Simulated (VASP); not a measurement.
# MgF2 (P4_2/mnm) in VASP: further runs, part 2 of 4

VASP 6.6.1.

**3. Relaxation of cell and atoms, PBE, target pressure 20 GPa, at which the enthalpy is minimised**

Input file INCAR:

```
SYSTEM = MgF2
ALGO     = Normal         ! electronic algorithm
EDIFF    = 1E-7           ! SCF threshold, eV
EDIFFG   = -0.01          ! ionic threshold
ENCUT    = 600            ! plane-wave cutoff, eV
GGA      = PE             ! functional
GGA_COMPAT= .FALSE.      
IBRION   = 2              ! ionic algorithm
ISIF     = 3              ! what is computed and relaxed
ISMEAR   = 0              ! smearing method
LASPH    = .TRUE.         ! aspherical terms in the spheres
LCHARG   = .FALSE.        ! write CHGCAR
LREAL    = .FALSE.        ! projectors in reciprocal space
LWAVE    = .FALSE.        ! write WAVECAR
NELM     = 120            ! most SCF steps
NELMIN   = 4            
NSW      = 60             ! ionic steps
PREC     = Accurate       ! precision mode
PSTRESS  = 200.0        
SIGMA    = 0.01           ! smearing width, eV
```

Input file KPOINTS:

```
k-points
0
G
  4 4 6
  0 0 0
```

Input file POSCAR:

```
MgF2
1.0
    4.6250000000      0.0000000000      0.0000000000
    0.0000000000      4.6250000000      0.0000000000
    0.0000000000      0.0000000000      3.0520000000
Mg F
2 4
Direct
    0.0000000000      0.0000000000      0.0000000000
    0.5000000000      0.5000000000      0.5000000000
    0.3030000000      0.3030000000      0.0000000000
    0.1970000000      0.8030000000      0.5000000000
    0.6970000000      0.6970000000      0.0000000000
    0.8030000000      0.1970000000      0.5000000000
```

Potentials or basis: VASP PAW PBE potentials, release 64 (Mg, F).

Run with:

```
$ cat potpaw_PBE.64/Mg/POTCAR potpaw_PBE.64/F/POTCAR > POTCAR
$ mpirun -np 1 vasp_std > vasp.out
```

OUTCAR:

```text
SYSTEM = MgF2
   EDIFF = 1E-7
   EDIFFG = -0.01
   ENCUT = 600
   GGA = PE
   IBRION = 2
   ISIF = 3
   ISMEAR = 0
   LASPH = .TRUE.
   LREAL = .FALSE.
   NELM = 120
   NELMIN = 4
   NSW = 60
   PREC = Accurate
   PSTRESS = 200.0

 ion  position               nearest neighbor table
   1  0.000  0.000  0.000-   3 1.98   5 1.98   4 2.00   6 2.00   4 2.00   6 2.00   2 3.61   2 3.61
                             2 3.61   2 3.61   2 3.61   2 3.61   2 3.61   2 3.61
   2  0.500  0.500  0.500-   4 1.98   6 1.98   5 2.00   3 2.00   3 2.00   5 2.00   1 3.61   1 3.61
                             1 3.61   1 3.61   1 3.61   1 3.61   1 3.61   1 3.61
   3  0.303  0.303  0.000-   1 1.98   2 2.00   2 2.00
   4  0.197  0.803  0.500-   2 1.98   1 2.00   1 2.00
   5  0.697  0.697  0.000-   1 1.98   2 2.00   2 2.00
   6  0.803  0.197  0.500-   2 1.98   1 2.00   1 2.00

  LATTYP: Found a simple tetragonal cell.
 ALAT       =     4.6250000000
 C/A-ratio  =     0.6598918919

  Lattice vectors:

 A1 = (   4.6250000000,   0.0000000000,   0.0000000000)
 A2 = (   0.0000000000,   4.6250000000,   0.0000000000)
 A3 = (   0.0000000000,   0.0000000000,   3.0520000000)

Analysis of symmetry for initial positions (statically):
=====================================================================
 Subroutine PRICEL returns:
 Original cell was already a primitive cell.

 Routine SETGRP: Setting up the symmetry group for a
 simple tetragonal supercell.

 Subroutine GETGRP returns: Found 16 space group operations
 (whereof  8 operations were pure point group operations)
 out of a pool of 16 trial point group operations.

The static configuration has the point symmetry D_2h.
 The point group associated with its full space group is D_4h.

Analysis of symmetry for dynamics (positions and initial velocities):
=====================================================================
 Subroutine PRICEL returns:
 Original cell was already a primitive cell.

 Routine SETGRP: Setting up the symmetry group for a
 simple tetragonal supercell.

 Subroutine GETGRP returns: Found 16 space group operations
 (whereof  8 operations were pure point group operations)
 out of a pool of 16 trial point group operations.

The dynamic configuration has the point symmetry D_2h.
 The point group associated with its full space group is D_4h.
[... 110 lines left out ...]
   IBRION =      2    ionic relax: 0-MD 1-quasi-New 2-CG
   NFREE  =      1    steps in history (QN), initial steepest desc. (CG)
   ISIF   =      3    stress and relaxation
   ISYM   =      2    0-nonsym 1-usesym 2-fastsym
   POTIM  = 0.5000    time-step for ionic-motion
   TEBEG  =    0.0;   TEEND  =   0.0 temperature during run
   PSTRESS=  200.0 pullay stress
   NELECT =      32.0000    total number of electrons
   NUPDOWN=      -1.0000    fix difference up-down
   EMIN   =  10.00;   EMAX   =-10.00  energy-range for DOS
   EFERMI =   0.00;   METHOD = LEGACY
   ISMEAR =     0;   SIGMA  =   0.01  broadening in eV -4-tet -1-fermi 0-gaus
   EFERMI_NEDOS =   21; number of points for ismear=-14 and -15
   IALGO  =     38    algorithm
   IMIX   =      4    mixing-type and parameters
     AMIX     =   0.40;   BMIX     =  1.00
     AMIX_MAG =   1.60;   BMIX_MAG =  1.00
  volume/ion in A,a.u.               =      10.88        73.43
  Fermi-wavevector in a.u.,A,eV,Ry     =   1.290790  2.439239 22.669184  1.666138
  Thomas-Fermi vector in A             =   2.422600
   LORBIT       =      0    0 simple, 1 ext, 2 COOP (PROOUT), +10 PAW based schemes
   GGA     = PE    functional components
   LHFCALC =     F    Hartree Fock is set to
   AEXX    =    0.0000 exact exchange contribution
   IVDW    =     0    specifies the selected vdW correction
   LEPSILON=     F    determine dielectric tensor
   LRPA    =     F    only Hartree local field effects (RPA)
 conjugate gradient relaxation of ions
 non-spin polarized calculation
 Gauss-broadening in eV      SIGMA  =   0.01
  energy-cutoff  :      600.00
  volume of cell :       65.28
 maximum number of plane-waves:      2196
 NGX is ok and might be reduce to    40
   NGX = 19   NGY = 19   NGZ = 13

--------------------------------------- Ionic step        1  -------------------------------------------

 number of electron      32.0000022 magnetization

 Free energy of the ion-electron system (eV)
  ---------------------------------------------------
  ext. energy  EPLUGINS =         0.00000000
  ---------------------------------------------------
  free energy    TOTEN  =       -31.52118601 eV

  energy without entropy =      -31.52118601  energy(sigma->0) =      -31.52118601

 E-fermi :  -1.1575     XC(G=0):  -9.7298

 val. band max:       -1.2132234546   @ k =   0.0000   0.0000   0.0000
 cond. band min:       5.8829626644   @ k =   0.0000   0.0000   0.0000
 fundamental gap:      7.0961861190
 Fermi energy:        -1.1575343114

 k-point     1 :       0.0000    0.0000    0.0000
  band No.  band energies     occupation
      1     -21.9598      2.00000
      2     -21.1577      2.00000
      3     -21.1577      2.00000
      4     -21.0655      2.00000
      5      -5.2865      2.00000
      6      -3.7092      2.00000
[... 792 lines left out ...]
--------------------------------------- Ionic step        7  -------------------------------------------

 number of electron      31.9999981 magnetization

 Free energy of the ion-electron system (eV)
  ---------------------------------------------------
  ext. energy  EPLUGINS =         0.00000000
  ---------------------------------------------------
  free energy    TOTEN  =       -31.02952859 eV

  energy without entropy =      -31.02952859  energy(sigma->0) =      -31.02952859

 E-fermi :  -0.3707     XC(G=0): -10.3140

 val. band max:       -0.4350094428   @ k =   0.0000   0.0000   0.0000
 cond. band min:       7.5074513630   @ k =   0.0000   0.0000   0.0000
 fundamental gap:      7.9424608059
 Fermi energy:        -0.3707388568

 k-point     1 :       0.0000    0.0000    0.0000
  band No.  band energies     occupation
      1     -21.6566      2.00000
      2     -20.6076      2.00000
      3     -20.6076      2.00000
      4     -20.4768      2.00000
      5      -4.9687      2.00000
      6      -3.4569      2.00000
[... 578 lines left out ...]
  energy  without entropy=      -31.0295285916  energy(sigma->0) =      -31.02952859

  enthalpy is  TOTEN    =       -23.7843598208 eV   P V=        7.2451687708

 reached required accuracy - stopping structural energy minimisation
```

CONTCAR:

```text
MgF2
   1.00000000000000
     4.4356581538044413    0.0000000000000000    0.0000000000000000
    -0.0000000000000000    4.4356581538044413    0.0000000000000000
     0.0000000000000000    0.0000000000000000    2.9499384588473325
  Mg              F
     2     4
Direct
     0.0000000000000000    0.0000000000000000    1.0000000000000000
     0.5000000000000000    0.5000000000000000    0.5000000000000000
     0.3013654146565113    0.3013654146565113    0.0000000000000000
     0.1986345853434886    0.8013654146565113    0.5000000000000000
     0.6986345853434887    0.6986345853434887    0.0000000000000000
     0.8013654146565113    0.1986345853434886    0.5000000000000000

  0.00000000E+00  0.00000000E+00  0.00000000E+00
  0.00000000E+00  0.00000000E+00  0.00000000E+00
  0.00000000E+00  0.00000000E+00  0.00000000E+00
  0.00000000E+00  0.00000000E+00  0.00000000E+00
  0.00000000E+00  0.00000000E+00  0.00000000E+00
  0.00000000E+00  0.00000000E+00  0.00000000E+00
```

It took 4.4 min on 1 thread of AMD EPYC 7R13, shared host; peak memory 0.18 GiB.

What came out:

```yaml
Free_energy: -31.0295 eV
Relaxed_volume: 9.67 Å³/atom
Relaxed_cell: a = 4.436 Å, b = 4.436 Å, c = 2.950 Å, α = 90.00°, β = 90.00°, γ = 90.00°
Space_group_after_relaxing_to_0.1_Å: P4_2/mnm (No. 136)
Energy_change_on_relaxing_the_run_minimises_the_enthalpy: +81.9 meV/atom
Ionic_steps: 7
Pressure_after_relaxing: 20.0 GPa
Band_gap_on_the_k_mesh: 7.94 eV
```

Forces in eV/Å, atoms in the order of the input:
```
Mg   0.000  0.000  0.000
Mg   0.000  0.000  0.000
F    0.001  0.001  0.000
F   -0.001  0.001  0.000
F   -0.001 -0.001  0.000
F    0.001 -0.001  0.000
```

Step by step:
| step | energy change (eV) | largest force (eV/Å) | pressure (GPa) | volume (Å³) |
| --- | --- | --- | --- | --- |
| 1 | 0.0000 | 0.0219 | 3.50 | 65.28 |
| 2 | 0.9293 | 0.3125 | 29.89 | 55.26 |
| 3 | 0.4897 | 0.2133 | 20.02 | 58.11 |
| 4 | 0.4951 | 0.0014 | 20.06 | 58.01 |
| 5 | 0.4956 | 0.0090 | 20.06 | 58.01 |
| 6 | 0.4954 | 0.0040 | 20.06 | 58.01 |
| 7 | 0.4917 | 0.0021 | 19.96 | 58.04 |

Final structure:
```yaml
crystal:
  lattice:
    - [4.43566, 0.00000, 0.00000]
    - [0.00000, 4.43566, 0.00000]
    - [0.00000, 0.00000, 2.94994]
  atoms:
    - { symbol: Mg, position: [0.00000, 0.00000, 0.00000] }
    - { symbol: Mg, position: [0.50000, 0.50000, 0.50000] }
    - { symbol: F, position: [0.30137, 0.30137, 0.00000] }
    - { symbol: F, position: [0.19863, 0.80137, 0.50000] }
    - { symbol: F, position: [0.69863, 0.69863, 0.00000] }
    - { symbol: F, position: [0.80137, 0.19863, 0.50000] }
```

Levels at points of the mesh, in eV from the valence-band top:
```tsv
k point	band 12	band 13	band 14	band 15	band 16	band 17	band 18	band 19	band 20
(0.00, 0.00, 0.00)	-1.39	-0.75	-0.33	-0.33	0.00	7.94	13.04	13.04	14.33
(0.50, 0.00, 0.00)	-1.56	-1.07	-1.07	-0.43	-0.43	10.47	10.47	14.34	14.34
(0.50, 0.50, 0.00)	-1.43	-1.07	-1.07	-0.92	-0.92	12.17	12.17	12.49	12.49
(0.00, 0.00, 0.50)	-1.58	-1.42	-1.42	-1.00	-1.00	12.83	12.83	15.79	15.79
(0.50, 0.00, 0.50)	-1.56	-0.83	-0.83	-0.78	-0.78	13.69	13.69	14.61	14.61
(0.50, 0.50, 0.50)	-1.53	-0.73	-0.73	-0.52	-0.52	14.00	14.00	14.62	14.62
```

Caveat: the cell is relaxed towards a set pressure, so the run minimises the enthalpy, not the energy.

(Continued in part 3 of 4.)
